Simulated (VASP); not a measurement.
Ag: single point with r2SCAN

The system is Ag.

```
CELL_PARAMETERS angstrom
-1.65552 1.65552 1.65552
1.65552 -1.65552 1.65552
1.65552 1.65552 -1.65552
ATOMIC_POSITIONS crystal
Ag 0.00000 0.00000 0.00000
```

This isn't the form of Ag at room conditions, which is fcc.

```yaml
Program: VASP 6.6.1
Task: single point
Functional: r2SCAN
Potentials_or_basis: VASP PAW PBE potentials, release 64 (Ag)
Cutoff: 520 eV
k_mesh: 15 × 15 × 15
Occupations: fermi-dirac, width 0.1 eV
Spin: no spin polarisation
Dipole_correction: no
Further_INCAR_settings: ALGO = Normal; EDIFF = 1e-07; NBANDS = 12
```

- Pressure: -3.7 GPa
- Band gap on the k mesh: zero (an odd number of electrons rules out a gap without spin polarisation)

Levels at points of the mesh, in eV from the Fermi level:
```
           k point  band 4  band 5  band 6  band 7  band 8  band 9
(0.00, 0.00, 0.00)   -5.07   -3.85   -3.85   18.42   18.42   18.42
```

It took 30 s on 1 thread of Intel(R) Xeon(R) 6975P-C (Granite Rapids), on a shared host, peak memory 0.16 GiB.

Caveat: the cell stands under tension; the PAW data sets were made with another functional, which shifts forces and pressure a little.
